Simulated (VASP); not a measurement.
# TiCo (Pm-3m) in VASP: further runs

Runs on TiCo. Level: PBE. Tasks: single point.

Program: VASP 6.6.1. These are calculated values, not measurements. Logs are shortened: lines on timing, memory, paths and dates and some standing lists are left out, and cuts for length are marked.

**1. The cell of the first run**

It takes space group Pm-3m (No. 221, cubic). Conventional cell: a = 3.006 Å, b = 3.006 Å, c = 3.006 Å, α = 90.00°, β = 90.00°, γ = 90.00°. Within 3.4 Å of Co (site symmetry m-3m) lie 8 Ti at 2.60 Å and 6 Co at 3.01 Å. Within 3.4 Å of Ti (site symmetry m-3m) lie 8 Co at 2.60 Å and 6 Ti at 3.01 Å.

**2. Single point, PBE, collinear spin, ferromagnetic start**

Contents of INCAR:

```
SYSTEM = TiCo
PREC = Accurate
ENCUT = 600
EDIFF = 1E-6
ISMEAR = -1
SIGMA = 0.05
LREAL = .FALSE.
LASPH = .TRUE.
NELM = 200
ALGO = Normal
ISIF = 2
LWAVE = .FALSE.
LCHARG = .TRUE.
ISPIN = 2
MAGMOM = 2 1
LORBIT = 11
LMAXMIX = 4
GGA = PE
LELF = .TRUE.
LVHAR = .TRUE.
NBANDS = 26
GGA_COMPAT = .FALSE.
```

Contents of KPOINTS:

```
regular mesh
0
G
  9 9 9
  0 0 0
```

Contents of POSCAR:

```
TiCo
1.0
    3.0058871358      0.0000000000      0.0000000000
    0.0000000000      3.0058871358      0.0000000000
    0.0000000000      0.0000000000      3.0058871358
Co Ti
1 1
Direct
    0.5000000000      0.5000000000      0.5000000000
    0.0000000000      0.0000000000      0.0000000000
```

Potentials or basis: VASP PAW PBE potentials, release 64 (Co_sv, Ti_sv).

On the command line:

```sh
$ cat potpaw_PBE.64/Co_sv/POTCAR potpaw_PBE.64/Ti_sv/POTCAR > POTCAR
$ mpirun -np 1 vasp_std > vasp.out
```

OUTCAR:

```text
SYSTEM = TiCo
   PREC = Accurate
   ENCUT = 600
   EDIFF = 1E-6
   ISMEAR = -1
   LREAL = .FALSE.
   LASPH = .TRUE.
   NELM = 200
   ISIF = 2
   ISPIN = 2
   LORBIT = 11
   GGA = PE

 ion  position               nearest neighbor table
   1  0.500  0.500  0.500-   2 2.60   2 2.60   2 2.60   2 2.60   2 2.60   2 2.60   2 2.60   2 2.60

   2  0.000  0.000  0.000-   1 2.60   1 2.60   1 2.60   1 2.60   1 2.60   1 2.60   1 2.60   1 2.60

  LATTYP: Found a simple cubic cell.
 ALAT       =     3.0058871358

  Lattice vectors:

 A1 = (   3.0058871358,   0.0000000000,   0.0000000000)
 A2 = (   0.0000000000,   3.0058871358,   0.0000000000)
 A3 = (   0.0000000000,   0.0000000000,   3.0058871358)

Analysis of symmetry for initial positions (statically):
=====================================================================
 Subroutine PRICEL returns:
 Original cell was already a primitive cell.

 Routine SETGRP: Setting up the symmetry group for a
 simple cubic supercell.

 Subroutine GETGRP returns: Found 48 space group operations
 (whereof 48 operations were pure point group operations)
 out of a pool of 48 trial point group operations.

The static configuration has the point symmetry O_h .

Analysis of symmetry for dynamics (positions and initial velocities):
=====================================================================
 Subroutine PRICEL returns:
 Original cell was already a primitive cell.

 Routine SETGRP: Setting up the symmetry group for a
 simple cubic supercell.

 Subroutine GETGRP returns: Found 48 space group operations
 (whereof 48 operations were pure point group operations)
 out of a pool of 48 trial point group operations.

The dynamic configuration has the point symmetry O_h .

Analysis of structural, dynamic, and magnetic symmetry:
=====================================================================
 Subroutine PRICEL returns:
 Original cell was already a primitive cell.

 Routine SETGRP: Setting up the symmetry group for a
 simple cubic supercell.

 Subroutine GETGRP returns: Found 48 space group operations
 (whereof 48 operations were pure point group operations)
 out of a pool of 48 trial point group operations.

The overall configuration has the point symmetry O_h .

 Subroutine INISYM returns: Found 48 space group operations
 (whereof 48 operations are pure point group operations),
 and found     1 'primitive' translations

----------------------------------------------------------------------------------------

                                     Primitive cell

  volume of cell :      27.1593

  direct lattice vectors                    reciprocal lattice vectors
     3.005887136  0.000000000  0.000000000     0.332680488  0.000000000  0.000000000
     0.000000000  3.005887136  0.000000000     0.000000000  0.332680488  0.000000000
     0.000000000  0.000000000  3.005887136     0.000000000  0.000000000  0.332680488

  length of vectors
     3.005887136  3.005887136  3.005887136     0.332680488  0.332680488  0.332680488

  position of ions in fractional coordinates (direct lattice)
     0.500000000  0.500000000  0.500000000
     0.000000000  0.000000000  0.000000000

  ion indices of the primitive-cell ions
   primitive index   ion index
                 1           1
                 2           2

----------------------------------------------------------------------------------------

 KPOINTS: regular mesh

Automatic generation of k-mesh.
 Grid dimensions read from file:
 generate k-points for:    9    9    9

 Generating k-lattice:

  Cartesian coordinates                     Fractional coordinates (reciprocal lattice)
     0.036964499  0.000000000  0.000000000     0.111111111  0.000000000  0.000000000
     0.000000000  0.036964499  0.000000000     0.000000000  0.111111111  0.000000000
     0.000000000  0.000000000  0.036964499     0.000000000  0.000000000  0.111111111

  Length of vectors
     0.036964499  0.036964499  0.036964499

  Shift w.r.t. Gamma in fractional coordinates (k-lattice)
     0.000000000  0.000000000  0.000000000

 Subroutine IBZKPT returns following result:
 ===========================================

 Found     35 irreducible k-points:

 Following reciprocal coordinates:
            Coordinates               Weight
  0.000000  0.000000  0.000000      1.000000
  0.111111  0.000000  0.000000      6.000000
  0.222222  0.000000  0.000000      6.000000
  0.333333  0.000000  0.000000      6.000000
  0.444444  0.000000  0.000000      6.000000
  0.111111  0.111111  0.000000     12.000000
[... 16 lines left out ...]
  0.333333  0.333333  0.111111     24.000000
  0.444444  0.333333  0.111111     48.000000
 [... further k-points ...]
   k-points           NKPTS =     35   k-points in BZ     NKDIM =     35   number of bands    NBANDS=     26
   number of dos      NEDOS =    301   number of ions     NIONS =      2
   total plane-waves  NPLWV =  13824
   dimension x,y,z NGX =    24 NGY =   24 NGZ =   24
   dimension x,y,z NGXF=    48 NGYF=   48 NGZF=   48
   ions per type =               1   1
   NGX,Y,Z   is equivalent  to a cutoff of  13.27, 13.27, 13.27 a.u.
   NGXF,Y,Z  is equivalent  to a cutoff of  26.55, 26.55, 26.55 a.u.
 SYSTEM =  TiCo
   PREC   = accura    normal or accurate (medium, high low for compatibility)
   ISTART =      0    job   : 0-new  1-cont  2-samecut
   ICHARG =      2    charge: 1-file 2-atom 10-const
   ISPIN  =      2    spin polarized calculation?
   LNONCOLLINEAR =      F non collinear calculations
   LSORBIT =      F    spin-orbit coupling
   LASPH  =      T    aspherical Exc in radial PAW
   ENCUT  =  600.0 eV  44.10 Ry    6.64 a.u.   6.00  6.00  6.00*2*pi/ulx,y,z
   NELM   =    200;   NELMIN=  2; NELMDL= -5     # of ELM steps
   EDIFF  = 0.1E-05   stopping-criterion for ELM
   LREAL  =      F    real-space projection
   EDIFFG = 0.1E-04   stopping-criterion for IOM
   NSW    =      0    number of steps for IOM
   IBRION =     -1    ionic relax: 0-MD 1-quasi-New 2-CG
   NFREE  =      0    steps in history (QN), initial steepest desc. (CG)
   ISIF   =      2    stress and relaxation
   ISYM   =      2    0-nonsym 1-usesym 2-fastsym
   POTIM  = 0.5000    time-step for ionic-motion
   TEBEG  =    0.0;   TEEND  =   0.0 temperature during run
   PSTRESS=    0.0 pullay stress
   NELECT =      29.0000    total number of electrons
   NUPDOWN=      -1.0000    fix difference up-down
   EMIN   =  10.00;   EMAX   =-10.00  energy-range for DOS
   EFERMI =   0.00;   METHOD = LEGACY
   ISMEAR =    -1;   SIGMA  =   0.05  broadening in eV -4-tet -1-fermi 0-gaus
   EFERMI_NEDOS =   21; number of points for ismear=-14 and -15
   IALGO  =     38    algorithm
   IMIX   =      4    mixing-type and parameters
     AMIX     =   0.40;   BMIX     =  1.00
     AMIX_MAG =   1.60;   BMIX_MAG =  1.00
  volume/ion in A,a.u.               =      13.58        91.64
  Fermi-wavevector in a.u.,A,eV,Ry     =   1.673278  3.162037 38.094408  2.799860
  Thomas-Fermi vector in A             =   2.758278
   LORBIT       =     11    0 simple, 1 ext, 2 COOP (PROOUT), +10 PAW based schemes
   GGA     = PE    functional components
   LHFCALC =     F    Hartree Fock is set to
   AEXX    =    0.0000 exact exchange contribution
   IVDW    =     0    specifies the selected vdW correction
   LEPSILON=     F    determine dielectric tensor
   LRPA    =     F    only Hartree local field effects (RPA)
 spin polarized calculation
  energy-cutoff  :      600.00
  volume of cell :       27.16
 maximum number of plane-waves:       931
   NGX = 13   NGY = 13   NGZ = 13

 number of electron      28.9999989 magnetization       0.8400983

 Free energy of the ion-electron system (eV)
  ---------------------------------------------------
  ext. energy  EPLUGINS =         0.00000000
  ---------------------------------------------------
  free energy    TOTEN  =       -15.74860550 eV

  energy without entropy =      -15.73152873  energy(sigma->0) =      -15.74006711

 E-fermi :  10.3916     XC(G=0): -12.6683

 val. band max:       10.3673886078   @ k =   0.3333   0.2222   0.0000
 cond. band min:      10.3948876020   @ k =   0.3333   0.3333   0.0000
 fundamental gap:      0.0274989942
 Fermi energy:        10.3916481533

 spin component 1

 k-point     1 :       0.0000    0.0000    0.0000
  band No.  band energies     occupation
      1     -85.3615      1.00000
      2     -48.6135      1.00000
      3     -48.6135      1.00000
      4     -48.6135      1.00000
      5     -46.7828      1.00000
      6     -22.8817      1.00000
[... 18 lines left out ...]
     25      29.2767      0.00000
     26      31.1215      0.00000

 k-point     2 :       0.1111    0.0000    0.0000
  band No.  band energies     occupation
      1     -85.3614      1.00000
      2     -48.6162      1.00000
      3     -48.6128      1.00000
      4     -48.6128      1.00000
      5     -46.7783      1.00000
      6     -22.9148      1.00000
[... 18 lines left out ...]
     25      30.0802      0.00000
     26      30.5003      0.00000

 k-point     3 :       0.2222    0.0000    0.0000
  band No.  band energies     occupation
      1     -85.3610      1.00000
      2     -48.6253      1.00000
      3     -48.6119      1.00000
      4     -48.6119      1.00000
      5     -46.7669      1.00000
      6     -22.9980      1.00000
[... 572 lines left out ...]
 k-point    23 :       0.3333    0.3333    0.1111
  band No.  band energies     occupation
      1     -85.3595      1.00000
      2     -48.6299      1.00000
      3     -48.6271      1.00000
      4     -48.6123      1.00000
      5     -46.7347      1.00000
      6     -23.0633      1.00000
[... 18 lines left out ...]
     25      27.5123      0.00000
     26      29.1436      0.00000

 k-point    24 :       0.4444    0.3333    0.1111
  band No.  band energies     occupation
      1     -85.3592      1.00000
      2     -48.6337      1.00000
      3     -48.6271      1.00000
      4     -48.6119      1.00000
      5     -46.7298      1.00000
      6     -23.1155      1.00000
[... 18 lines left out ...]
     25      26.9285      0.00000
     26      29.8613      0.00000

 [... further k-points ...]

 spin component 2

 k-point     1 :       0.0000    0.0000    0.0000
  band No.  band energies     occupation
      1     -84.2217      1.00000
      2     -47.5021      1.00000
      3     -47.5021      1.00000
      4     -47.5021      1.00000
      5     -46.8087      1.00000
      6     -22.9084      1.00000
[... 18 lines left out ...]
     25      29.4147      0.00000
     26      30.9764      0.00000

 k-point     2 :       0.1111    0.0000    0.0000
  band No.  band energies     occupation
      1     -84.2215      1.00000
      2     -47.5072      1.00000
      3     -47.5014      1.00000
      4     -47.5014      1.00000
      5     -46.8021      1.00000
      6     -22.9419      1.00000
[... 18 lines left out ...]
     25      30.2091      0.00000
     26      30.3540      0.00000

 k-point     3 :       0.2222    0.0000    0.0000
  band No.  band energies     occupation
      1     -84.2211      1.00000
      2     -47.5214      1.00000
      3     -47.5004      1.00000
      4     -47.5004      1.00000
      5     -46.7858      1.00000
      6     -23.0260      1.00000
[... 572 lines left out ...]
 k-point    23 :       0.3333    0.3333    0.1111
  band No.  band energies     occupation
      1     -84.2195      1.00000
      2     -47.5247      1.00000
      3     -47.5167      1.00000
      4     -47.5010      1.00000
      5     -46.7548      1.00000
      6     -23.0923      1.00000
[... 18 lines left out ...]
     25      27.5598      0.00000
     26      29.1917      0.00000

 k-point    24 :       0.4444    0.3333    0.1111
  band No.  band energies     occupation
      1     -84.2192      1.00000
      2     -47.5271      1.00000
      3     -47.5167      1.00000
      4     -47.5005      1.00000
      5     -46.7515      1.00000
      6     -23.1450      1.00000
[... 18 lines left out ...]
     25      26.9555      0.00000
     26      29.8167      0.00000

 [... further k-points ...]
[... 5 lines left out ...]
  --------------------------------------------------------------------------------------
  -------------------------------------------------------------------------------------
  Total       -0.8724970     -0.8724970     -0.8724970     -0.0000000     -0.0000000     -0.0000000
  in kB      -51.4702758    -51.4702758    -51.4702758     -0.0000000     -0.0000000     -0.0000000
  external PRESSURE =     -51.4702758 kB  Pullay stress =       0.0000000 kB

 VOLUME and BASIS-vectors are now :
 -----------------------------------------------------------------------------
  energy-cutoff  :      600.00
  volume of cell :       27.16
      direct lattice vectors                 reciprocal lattice vectors
     3.005887136  0.000000000  0.000000000     0.332680488  0.000000000  0.000000000
     0.000000000  3.005887136  0.000000000     0.000000000  0.332680488  0.000000000
     0.000000000  0.000000000  3.005887136     0.000000000  0.000000000  0.332680488

 POSITION                                       TOTAL-FORCE (eV/Angst)
 -----------------------------------------------------------------------------------
      1.50294      1.50294      1.50294         0.000000      0.000000      0.000000
      0.00000      0.00000      0.00000         0.000000      0.000000      0.000000
 -----------------------------------------------------------------------------------
    total drift:                                0.000000      0.000000     -0.000000

  FREE ENERGIE OF THE ION-ELECTRON SYSTEM (eV)
  ---------------------------------------------------
  free  energy   TOTEN  =       -15.7486055005 eV

  energy  without entropy=      -15.7315287280  energy(sigma->0) =      -15.74006711

 total charge

# of ion       s       p       d       tot
------------------------------------------
    1        2.266   6.098   6.720  15.083
    2        2.242   6.175   1.845  10.262
--------------------------------------------------
tot          4.508  12.273   8.565  25.345

 magnetization (x)

# of ion       s       p       d       tot
------------------------------------------
    1        0.016  -0.000   0.927   0.943
    2       -0.003  -0.015  -0.029  -0.048
--------------------------------------------------
tot          0.013  -0.016   0.897   0.895
```

Wall time 66 s (1 thread of AMD EPYC 9R45 (Zen 5), shared host); peak memory 0.15 GiB.

What came out:

```
Free energy                                           : -15.7486 eV
Pressure                                              : -5.1 GPa
Net moment                                            : 0.84 μB per cell
Site moments                                          : Co +0.94; Ti -0.05 μB
Valence electrons inside the program's atomic spheres : Co 15.08; Ti 10.26
```

**3. Single point, PBE, collinear spin, ferromagnetic start**

This run uses another cell than the first one, of 13.31 Å³/atom, 0.980 times its volume.

Contents of INCAR:

```
SYSTEM = TiCo
PREC = Accurate ; ENCUT = 600
EDIFF = 1E-6 ; ISMEAR = -1
SIGMA = 0.05 ; LREAL = .FALSE.
LASPH = .TRUE. ; NELM = 200
ALGO = Normal ; ISIF = 2
LWAVE = .FALSE. ; LCHARG = .FALSE.
ISPIN = 2 ; MAGMOM = 3 1.5
LORBIT = 11 ; NUPDOWN = 4.5
LMAXMIX = 4 ; GGA = PE
NBANDS = 26 ; GGA_COMPAT = .FALSE.
```

Contents of KPOINTS:

```
regular mesh
0
G
  8 8 8
  0 0 0
```

Contents of POSCAR:

```
TiCo
1.0
    2.9861109900      0.0000000000      0.0000000000
    0.0000000000      2.9861109900      0.0000000000
    0.0000000000      0.0000000000      2.9861109900
Co Ti
1 1
Direct
    0.5000000000      0.5000000000      0.5000000000
    0.0000000000      0.0000000000      0.0000000000
```

Potentials or basis: VASP PAW PBE potentials, release 64 (Co_sv, Ti_sv).

On the command line:

```sh
$ cat potpaw_PBE.64/Co_sv/POTCAR potpaw_PBE.64/Ti_sv/POTCAR > POTCAR
$ mpirun -np 1 vasp_std > vasp.out
```

Run time: 50 s. Hardware: 1 thread of Intel Xeon Platinum 8175M at 2.50GHz (Skylake/Cascade Lake), shared host; peak memory 0.17 GiB.

It converged, with:

```yaml
Free_energy: -12.8947 eV
Pressure: 23.9 GPa
Net_moment: 4.50 μB per cell
Site_moments: Co +2.14; Ti +1.47 μB
Valence_electrons_inside_the_program's_atomic_spheres: Co 15.03; Ti 10.47
```

Caveat: the total moment is fixed, so each spin has its own Fermi level.

**4. Single point, PBE, collinear spin, ferromagnetic start**

This run uses another cell than the first one, of 13.31 Å³/atom, 0.980 times its volume.

Contents of INCAR:

```
SYSTEM = TiCo
PREC = Accurate
ENCUT = 520
EDIFF = 1E-6
ISMEAR = 0
SIGMA = 0.023
LREAL = .False.
LASPH = .True.
NELM = 150
ALGO = Fast
ISIF = 2
LWAVE = .False.
LCHARG = .False.
ISPIN = 2
MAGMOM = 2 1
LORBIT = 11
LMAXMIX = 4
GGA = PE
NBANDS = 22
```

Contents of KPOINTS:

```
regular mesh
0
Gamma
  9 9 9
  0 0 0
```

POSCAR is that of step 3.

Potentials or basis: VASP PAW PBE potentials, release 64 (Co, Ti_sv).

On the command line:

```sh
$ cat potpaw_PBE.64/Co/POTCAR potpaw_PBE.64/Ti_sv/POTCAR > POTCAR
$ mpirun -np 1 vasp_std > vasp.out
```

It took 59 s on 1 thread of Intel Xeon 8259CL, shared host; peak memory 0.17 GiB.

Results (log left out):

| Item | Value |
| --- | --- |
| Free energy | -15.6749 eV |
| Pressure | -1.1 GPa |
| Net moment | 0.83 μB per cell |
| Site moments | Co +0.92; Ti -0.03 μB |
| Valence electrons inside the program's atomic spheres | Co 8.29; Ti 10.29 |

Levels at points of the mesh, in eV from the Fermi level:
Spin up:
```
           k point  band 7  band 8  band 9  band 10  band 11  band 12  band 13  band 14  band 15  band 16
(0.00, 0.00, 0.00)   -4.20   -1.90   -1.90    -1.90     0.46     0.46     2.63     2.63     2.63     8.89
```
Spin down:
| k point | band 6 | band 7 | band 8 | band 9 | band 10 | band 11 | band 12 | band 13 | band 14 | band 15 |
| --- | --- | --- | --- | --- | --- | --- | --- | --- | --- | --- |
| (0.00, 0.00, 0.00) | -3.55 | -3.55 | -1.37 | -1.37 | -1.36 | 0.99 | 0.99 | 2.74 | 2.74 | 2.74 |

**5. Single point, PBE, collinear spin, ferromagnetic start**

This run uses another cell than the first one, of 13.31 Å³/atom, 0.980 times its volume.

Contents of INCAR:

```
ALGO = Normal ; EDIFF = 1E-7
ENCUT = 520 ; GGA = PE
ISIF = 2 ; ISMEAR = 0
ISPIN = 2 ; LASPH = True
LCHARG = False ; LMAXMIX = 4
LORBIT = 11 ; LREAL = False
LWAVE = False ; MAGMOM = 2 1
NBANDS = 22 ; NELM = 150
PREC = Accurate ; SIGMA = 0.011
```

Contents of KPOINTS:

```
k-points
0
Gamma
  9 9 9
```

POSCAR is that of step 4.

On the command line:

```sh
$ cat potpaw_PBE.64/Co/POTCAR potpaw_PBE.64/Ti_sv/POTCAR > POTCAR
$ mpirun -np 1 vasp_std > vasp.out
```

Wall time 78 s (1 thread of Intel Xeon 8259CL, shared host); peak memory 0.17 GiB.

The run converged. Its results:

```yaml
Free_energy: -15.6748 eV
Pressure: -0.9 GPa
Net_moment: 0.84 μB per cell
Site_moments: Co +0.92; Ti -0.03 μB
Valence_electrons_inside_the_program's_atomic_spheres: Co 8.29; Ti 10.29
```

Levels at points of the mesh, in eV from the Fermi level:
Spin up:
| k point | band 8 | band 9 | band 10 | band 11 | band 12 | band 13 | band 14 | band 15 |
| --- | --- | --- | --- | --- | --- | --- | --- | --- |
| (0.00, 0.00, 0.00) | -1.90 | -1.90 | -1.90 | 0.46 | 0.46 | 2.64 | 2.64 | 2.64 |
Spin down:
| k point | band 7 | band 8 | band 9 | band 10 | band 11 | band 12 | band 13 | band 14 |
| --- | --- | --- | --- | --- | --- | --- | --- | --- |
| (0.00, 0.00, 0.00) | -3.55 | -1.36 | -1.36 | -1.36 | 0.99 | 0.99 | 2.74 | 2.74 |

**6. The runs side by side**

```csv
potentials or basis,fixed moment (μB),cell,k mesh,cutoff (eV),smearing,second run,gap on the mesh (eV),pressure (GPa),moment (μB)
"VASP PAW PBE potentials, release 64 (Co_sv, Ti_sv)",-,"a = 3.006 Å, 2 atoms",9 × 9 × 9,600,fermi-dirac 0.05 eV,valence_matched,none,-5.1,0.84
"VASP PAW PBE potentials, release 64 (Co_sv, Ti_sv)",4.5,"a = 2.986 Å, 2 atoms",8 × 8 × 8,600,fermi-dirac 0.05 eV,valence_matched,-,23.9,4.50
"VASP PAW PBE potentials, release 64 (Co, Ti_sv)",-,"a = 2.986 Å, 2 atoms",9 × 9 × 9,520,gaussian 0.023 eV,-,none,-1.1,0.83
"VASP PAW PBE potentials, release 64 (Co, Ti_sv)",-,"a = 2.986 Å, 2 atoms",9 × 9 × 9,520,gaussian 0.011 eV,-,none,-0.9,0.84
```

Alike in all rows: task single point; level PBE; spin collinear, ferromagnetic start.

Caveats: the total moment is fixed, so each spin has its own Fermi level (some runs).

Total energies depend on the potentials used, so only differences within one code and one set of settings carry meaning.
